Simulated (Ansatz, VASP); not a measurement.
BN in VASP and in Ansatz

INCAR

```
SYSTEM = BN
PREC = Accurate
ENCUT = 600
EDIFF = 1E-6
ISMEAR = 0
SIGMA = 0.01
LREAL = .False.
LASPH = .True.
NELM = 60
ALGO = Normal
ISIF = 3
LWAVE = .False.
LCHARG = .False.
IBRION = 2
NSW = 80
EDIFFG = -0.05
```

Contents of KPOINTS:

```
Automatic mesh
0
Gamma
  8 8 8
  0 0 0
```

The input POSCAR:

```
BN
1.0
    0.0000000000      1.8075000000      1.8075000000
    1.8075000000      0.0000000000      1.8075000000
    1.8075000000      1.8075000000      0.0000000000
B N
1 1
Direct
    0.0000000000      0.0000000000      0.0000000000
    0.2500000000      0.2500000000      0.2500000000
```

Input for Ansatz:

```yaml
crystal:
  lattice:
    - [0.0, 1.8075, 1.8075]
    - [1.8075, 0.0, 1.8075]
    - [1.8075, 1.8075, 0.0]
  atoms:
    - { symbol: B, position: [0.0, 0.0, 0.0] }
    - { symbol: "N", position: [0.25, 0.25, 0.25] }
basis:
  ecutwfc: 450.0
kpoints:
  mp_grid:
    grid: [8, 8, 8]
hamiltonian:
  xc: lda
  dispersion: none
scf:
  convergence:
    dr2_threshold: 1.0e-09
  occupations:
    method: fixed
relax:
  f_tol: 0.05
  cell: {}
```

Alike in both runs: task relaxation of cell and atoms; functional LDA; k mesh 8 × 8 × 8; no spin polarisation.

```csv
,VASP,Ansatz
version,VASP 6.6.1,Ansatz 0.2.0
potentials or method,"VASP PAW LDA potentials, release 64 (B, N), cutoff 600 eV","plane waves, PAW"
occupations,"gaussian, width 0.01 eV",fixed
valence electrons in the cell,8,8
```

|  | VASP | Ansatz | Ansatz less VASP |
| --- | --- | --- | --- |
| relaxed volume (Å³/atom) | 5.75 | 5.74 | -0.010 |
| relaxed cell length with the largest relative difference (Å) | 2.533 | 2.532 | -0.0014 |

LDA's correlation is that of Perdew and Zunger in VASP and of Perdew and Wang (1992) in Ansatz. Ansatz's warnings: stress scf threshold loose.
